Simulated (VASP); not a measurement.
# Ga7P8 (a cell with a defect) in VASP: notebook, part 2 of 2

VASP 6.6.1.

## Step 4: Relaxation of the atoms, PBE

INCAR reads:

```
PREC = Accurate ; ENCUT = 520
EDIFF = 1E-6 ; ISMEAR = 0
SIGMA = 0.01 ; LREAL = Auto
LASPH = T ; NELM = 100
ALGO = Normal ; ISIF = 2
LWAVE = F ; LCHARG = F
GGA = PE ; IBRION = 2
NSW = 65 ; EDIFFG = -0.025
NELECT = 132.0
```

KPOINTS reads:

```
regular mesh
0
Gamma
  1 1 1
```

POSCAR reads:

```
Ga7P8
1.0
    0.0000000000      5.5051169776     -5.5051169776
    5.5051169776      5.5051169776      0.0000000000
    5.5051169776      0.0000000000     -5.5051169776
Ga P
7 8
Direct
    0.4958349720      0.0041650280     -0.0041650280
    1.0041650280      0.4958349720     -0.0041650280
    1.0041650280      0.0041650280     -0.0041650280
    0.4958349720      0.4958349720      0.5041650280
    0.4958349720      0.0041650280      0.5041650280
    1.0041650280      0.4958349720      0.5041650280
    1.0000000000      0.0000000000      0.5000000000
    0.3711619649      0.3711619649      0.3865141054
    0.3753368157      0.8748877281      0.3748877281
    0.8748877281      0.3753368157      0.3748877281
    0.8748877281      0.8748877281      0.3748877281
    0.3711619649      0.3711619649      0.8711619649
    0.3711619649      0.8865141054      0.8711619649
    0.8865141054      0.3711619649      0.8711619649
    0.8748877281      0.8748877281      0.8753368157
```

Command:

```sh
cat potpaw_PBE.64/Ga_d/POTCAR potpaw_PBE.64/P/POTCAR > POTCAR
mpirun -np 1 vasp_gam > vasp.out
```

Run time: 2.8 min. Hardware: 1 thread of Intel Xeon Platinum 8559C (Emerald Rapids), shared host; peak memory 0.48 GiB.

Results (log left out):

| Property | Result |
| --- | --- |
| Free energy | -46.8263 eV |
| Energy gained by relaxing | 0.4 meV/atom |
| Ionic steps | 5 |
| Largest force after relaxing | 0.016 eV/Å |

Forces on the atoms (eV/Å):
```
Ga   0.000  0.000 -0.007
Ga   0.007  0.000  0.000
Ga   0.000 -0.007  0.000
Ga   0.000  0.007  0.000
Ga  -0.007  0.000  0.000
Ga   0.000  0.000  0.007
Ga   0.000  0.000  0.000
P   -0.002  0.002  0.002
P   -0.009  0.009 -0.009
P    0.009  0.009  0.009
P   -0.009 -0.009  0.009
P    0.002  0.002 -0.002
P   -0.002 -0.002 -0.002
P    0.002 -0.002  0.002
P    0.009 -0.009 -0.009
```

Step by step:
| step | energy change (eV) | largest force (eV/Å) | pressure (GPa) |
| --- | --- | --- | --- |
| 1 | 0.0000 | 0.0752 | 10.01 |
| 2 | -0.0022 | 0.0719 | 9.99 |
| 3 | -0.0039 | 0.0539 | 9.97 |
| 4 | -0.0051 | 0.0273 | 9.92 |
| 5 | -0.0054 | 0.0163 | 9.88 |

Final structure:
```xyz
15
Lattice="0.0000 5.5051 -5.5051 5.5051 5.5051 0.0000 5.5051 0.0000 -5.5051" Properties=species:S:1:pos:R:3 pbc="T T T"
Ga    5.5051    2.7526   -8.2031
Ga    8.2031    2.7526   -5.5051
Ga    5.5051    0.0546   -5.5051
Ga    5.5051    5.4505   -5.5051
Ga    2.8071    2.7526   -5.5051
Ga    5.5051    2.7526   -2.8071
Ga    2.7526    0.0000   -2.7526
P     4.1584    4.0993   -4.1584
P     6.8833    6.8795   -4.1269
P     4.1269    6.8795   -6.8833
P     6.8833    9.6359   -6.8833
P     6.8518    4.0993   -6.8518
P     9.6635    6.9110   -6.8518
P     6.8518    6.9110   -9.6635
P     9.6320    9.6359   -9.6320
```

Levels at points of the mesh, in eV from the Fermi level:
| k point | band 65 | band 66 | band 67 | band 68 | band 69 | band 70 |
| --- | --- | --- | --- | --- | --- | --- |
| (0.00, 0.00, 0.00) | 0.00 | 0.00 | 0.00 | 0.68 | 0.68 | 0.68 |

Caveat: the k points lie up to 0.99 Å⁻¹ apart; the cell carries a net charge on a neutralising background, which shifts energy and pressure; the cell is charged against a uniform background, so pressure and absolute levels hang on convention.

## Step 5: Relaxation of the atoms, PBE, collinear spin

INCAR reads:

```
SYSTEM = Ga7P8
PREC = Accurate
ENCUT = 520
EDIFF = 1E-6
ISMEAR = 0
SIGMA = 0.01
LREAL = Auto
LASPH = .TRUE.
NELM = 150
ALGO = Normal
ISIF = 2
LWAVE = .FALSE.
LCHARG = .FALSE.
ISPIN = 2
MAGMOM = 0 0 0 0 0 0 0 0.25 0 0 0 0.25 0.25 0.25 0
LORBIT = 11
GGA = PE
IBRION = 2
NSW = 65
EDIFFG = -0.025
```

KPOINTS reads:

```
regular mesh
0
G
  1 1 1
  0 0 0
```

POSCAR reads:

```
Ga7P8
1.0
    0.0000000000      5.5051169776     -5.5051169776
    5.5051169776      5.5051169776      0.0000000000
    5.5051169776      0.0000000000     -5.5051169776
Ga P
7 8
Direct
    0.5006868167     -0.0006868167      0.0006868167
    0.9993131833      0.5006868167      0.0006868167
    0.9993131833     -0.0006868167      0.0006868167
    0.5006868167      0.5006868167      0.4993131833
    0.5006868167     -0.0006868167      0.4993131833
    0.9993131833      0.5006868167      0.4993131833
    1.0000000000      0.0000000000      0.5000000000
    0.3658842857      0.3658842857      0.4023471428
    0.3764051813      0.8745316062      0.3745316062
    0.8745316062      0.3764051813      0.3745316062
    0.8745316062      0.8745316062      0.3745316062
    0.3658842857      0.3658842857      0.8658842857
    0.3658842857      0.9023471428      0.8658842857
    0.9023471428      0.3658842857      0.8658842857
    0.8745316062      0.8745316062      0.8764051813
```

Command:

```sh
cat potpaw_PBE.64/Ga_d/POTCAR potpaw_PBE.64/P/POTCAR > POTCAR
mpirun -np 1 vasp_gam > vasp.out
```

Wall time 1.8 min (1 thread of Intel Xeon Platinum 8559C (Emerald Rapids), shared host); peak memory 0.62 GiB.

Results (log left out):

* Free energy: -52.2515 eV
* Pressure after relaxing: 6.0 GPa
* Largest force after relaxing: 0.017 eV/Å
* Band gap on the k mesh: 0.96 eV
* Net moment: 3.00 μB per cell
* Site moments: Ga -0.01, -0.00; P +0.38, +0.02 μB
* Valence electrons inside the program's atomic spheres: Ga 11.70, 11.66; P 2.55, 2.60

Forces on the atoms (eV/Å):
```
Ga   0.000  0.000  0.005
Ga  -0.005  0.000  0.000
Ga   0.000  0.005  0.000
Ga   0.000 -0.005  0.000
Ga   0.005  0.000  0.000
Ga   0.000  0.000 -0.005
Ga   0.000  0.000  0.000
P   -0.004  0.004  0.004
P   -0.010  0.010 -0.010
P    0.010  0.010  0.010
P   -0.010 -0.010  0.010
P    0.004  0.004 -0.004
P   -0.004 -0.004 -0.004
P    0.004 -0.004  0.004
P    0.010 -0.010 -0.010
```

Final structure:
```
Ga P
1.0
     0.00000    5.50512   -5.50512
     5.50512    5.50512    0.00000
     5.50512    0.00000   -5.50512
Ga P
7 8
Direct
  0.50069 0.99931 0.00069
  0.99931 0.50069 0.00069
  0.99931 0.99931 0.00069
  0.50069 0.50069 0.49931
  0.50069 0.99931 0.49931
  0.99931 0.50069 0.49931
  0.00000 0.00000 0.50000
  0.36588 0.36588 0.40235
  0.37641 0.87453 0.37453
  0.87453 0.37641 0.37453
  0.87453 0.87453 0.37453
  0.36588 0.36588 0.86588
  0.36588 0.90235 0.86588
  0.90235 0.36588 0.86588
  0.87453 0.87453 0.87641
```

Levels at points of the mesh, in eV from the valence-band top:
Spin up:
| k point | band 63 | band 64 | band 65 | band 66 | band 67 | band 68 | band 69 | band 70 | band 71 | band 72 |
| --- | --- | --- | --- | --- | --- | --- | --- | --- | --- | --- |
| (0.00, 0.00, 0.00) | -0.91 | -0.91 | 0.00 | 0.00 | 0.00 | 1.06 | 1.17 | 1.17 | 1.17 | 1.22 |
Spin down:
| k point | band 60 | band 61 | band 62 | band 63 | band 64 | band 65 | band 66 | band 67 | band 68 | band 69 |
| --- | --- | --- | --- | --- | --- | --- | --- | --- | --- | --- |
| (0.00, 0.00, 0.00) | -1.24 | -1.24 | -0.70 | -0.70 | -0.70 | 0.96 | 0.96 | 0.96 | 1.23 | 1.25 |

Caveat: the k points lie up to 0.99 Å⁻¹ apart; the relaxation stopped at its first step, so nothing moved.
